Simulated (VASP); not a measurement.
Here is a VASP 6.6.1 calculation.

File INCAR:

```
ALGO = Normal
EDIFF = 1E-6
ENCUT = 520
ISIF = 2
ISMEAR = -1
LASPH = True
LCHARG = False
LREAL = False
LWAVE = False
NBANDS = 10
NELM = 80
PREC = Accurate
SIGMA = 0.1
```

KPOINTS

```
k-points
0
Gamma
  15 15 15
```

POSCAR

```
Ir
1.0
    2.2219894056      0.0000000000      0.0000000000
    0.0000000000      2.2219894056      0.0000000000
    0.0000000000      0.0000000000      2.2219894056
Ir
1
Direct
    0.0000000000      0.0000000000      0.0000000000
```

Potentials or basis: VASP PAW LDA potentials, release 64 (Ir).

Run with:

```console
$ cat potpaw_LDA.64/Ir/POTCAR > POTCAR
$ mpirun -np 1 vasp_std > vasp.out
```

Question: Predict the pressure.

Answer: 280.0 GPa.
